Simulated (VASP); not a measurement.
A run of VASP 6.6.1 is set up as follows.

The input INCAR:

```
ALGO = Normal
EDIFF = 1E-7
EDIFFG = -0.04
ENCUT = 600
GGA = PE
IBRION = 2
ISIF = 3
ISMEAR = 0
ISPIN = 2
LASPH = True
LCHARG = False
LMAXMIX = 4
LORBIT = 11
LREAL = False
LWAVE = False
MAGMOM = 0 1 0 0 0
NELM = 150
NSW = 90
PREC = Accurate
SIGMA = 0.1
```

The input KPOINTS:

```
k-points
0
Gamma
  4 4 4
```

POSCAR

```
ZrMoS3
1.0
    4.0878964500      0.0000000000      0.0000000000
    0.0000000000      4.0878964500      0.0000000000
    0.0000000000      0.0000000000      4.0878964500
Zr Mo S
1 1 3
Direct
    0.0000000000      0.0000000000      0.0000000000
    0.5000000000      0.5000000000      0.5000000000
    0.0000000000      0.5000000000      0.5000000000
    0.5000000000      0.0000000000      0.5000000000
    0.5000000000      0.5000000000      0.0000000000
```

Potentials or basis: VASP PAW PBE potentials, release 64 (Zr_sv, Mo_sv, S).

The run is started by

```bash
$ cat potpaw_PBE.64/Zr_sv/POTCAR potpaw_PBE.64/Mo_sv/POTCAR potpaw_PBE.64/S/POTCAR > POTCAR
$ mpirun -np 1 vasp_std > vasp.out
```

Question: Predict the relaxed volume.

Answer: 19.90 Å³/atom.

Question: Estimate the space group after relaxing (to 0.05 Å).

Answer: Pm-3m (No. 221).

Question: What does it give for the site moments?

Answer: Zr -0.66; Mo -0.16; S +0.04 μB.

Question: What does it give for the net moment?

Answer: -0.98 μB per cell.

Final structure:
```
Zr Mo S
1.0
     4.63348    0.00000    0.00000
     0.00000    4.63348    0.00000
     0.00000    0.00000    4.63348
Zr Mo S
1 1 3
Direct
  0.00000 0.00000 0.00000
  0.50000 0.50000 0.50000
  0.00000 0.50000 0.50000
  0.50000 0.00000 0.50000
  0.50000 0.50000 0.00000
```

Caveat: the k points lie up to 0.34 Å⁻¹ apart in the final cell; the volume moved by over 15 % at a fixed basis, so the end points are rough.
